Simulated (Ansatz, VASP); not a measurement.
# One calculation of ZnS, two programs

The input INCAR:

```
SYSTEM = ZnS
ALGO = Normal
EDIFF = 1E-6
ENCUT = 520
GGA = PE
ISIF = 2
ISMEAR = -4
LASPH = .True.
LCHARG = .False.
LREAL = .False.
LWAVE = .False.
NBANDS = 16
NELM = 100
PREC = Accurate
SIGMA = 0.05
```

File KPOINTS:

```
k-points
0
Gamma
  8 8 8
  0 0 0
```

The input POSCAR:

```
ZnS
1.0
    0.0000000000      2.7215639846      2.6807405248
    2.7215639846      0.0000000000      2.6807405248
    2.7215639846      2.7215639846      0.0000000000
Zn S
1 1
Direct
    0.0000000000      0.0000000000      0.0000000000
    0.7500000000      0.7500000000      0.7500000000
```

Input for Ansatz:

```yaml
crystal:
  lattice:
    - [0.0, 2.7215639846, 2.6807405248]
    - [2.7215639846, 0.0, 2.6807405248]
    - [2.7215639846, 2.7215639846, 0.0]
  atoms:
    - { symbol: Zn, position: [0.0, 0.0, 0.0] }
    - { symbol: S, position: [0.75, 0.75, 0.75] }
basis:
  ecutwfc: 420
kpoints:
  mp_grid: { grid: [8, 8, 8] }
hamiltonian:
  xc: pbe
scf:
  occupations: { method: tetrahedron_uncorrected }
output:
  forces: true
  eigenvalues: true
  stress: true
```

Alike in both runs: task single point; functional PBE; k mesh 8 × 8 × 8; no spin polarisation.

```csv
,VASP,Ansatz
version,VASP 6.6.1,Ansatz 0.2.0
potentials or method,"VASP PAW PBE potentials, release 64 (Zn, S), cutoff 520 eV","scalar-relativistic, plane waves, PAW"
occupations,tetrahedron,tetrahedron-uncorrected
valence electrons in the cell,18,18
```

```csv
,VASP,Ansatz,Ansatz less VASP
gap on the k mesh at the Fermi level (eV),2.05,2.05,-0.005
pressure (GPa),1.3,1.1,-0.16
"traceless stress, the component that is largest in VASP (GPa)",0.39,0.40,+0.005
```

Ansatz's warnings: band table not solved further.
